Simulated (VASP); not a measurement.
Input of a VASP 6.6.1 run:

POSCAR

```
ZnO
1.0
    3.2513714339      0.0000000000      0.0000000000
   -1.6256857170      2.8157702589      0.0000000000
    0.0000000000      0.0000000000      5.1843909859
Zn O
2 2
Direct
    0.3333333333      0.6666666667      0.4983581542
    0.6666666667      0.3333333333     -0.0016418458
    0.6666666667      0.3333333333      0.3806518458
    0.3333333333      0.6666666667      0.8806518458
```

Contents of INCAR.step1:

```
PREC = Accurate
ENCUT = 520
ISMEAR = 0
SIGMA = 0.01
LREAL = False
LASPH = True
NELM = 60
NBANDS = 26
GGA = PE
ALGO = Normal
EDIFF = 1E-4
LWAVE = True
LCHARG = False
```

INCAR.step2

```
PREC = Accurate
ENCUT = 520
EDIFF = 1E-7
ISMEAR = 0
SIGMA = 0.01
LREAL = False
LASPH = True
NELM = 60
ALGO = Normal
ISIF = 2
LWAVE = False
LCHARG = False
METAGGA = R2SCAN
LMIXTAU = True
NBANDS = 26
ISTART = 1
```

Contents of KPOINTS:

```
regular mesh
0
Gamma
  8 8 4
```

Potentials or basis: VASP PAW PBE potentials, release 64 (Zn, O).

Run with:

```sh
$ cat potpaw_PBE.64/Zn/POTCAR potpaw_PBE.64/O/POTCAR > POTCAR
$ cp INCAR.step1 INCAR
$ mpirun -np 1 vasp_std > vasp.out
$ cp INCAR.step2 INCAR
$ mpirun -np 1 vasp_std > vasp.out
```

(1) Estimate the largest force.

(2) What does it give for the band gap on the k mesh?

(3) Estimate the pressure.

Results:

(1) 0.008 eV/Å.

(2) 1.24 eV, direct.

(3) 0.3 GPa.

Caveat: the cell differs from its parent crystal (in-plane strain +0.005, then relaxed in part); the PAW data sets were made with another functional, which shifts forces and pressure a little.
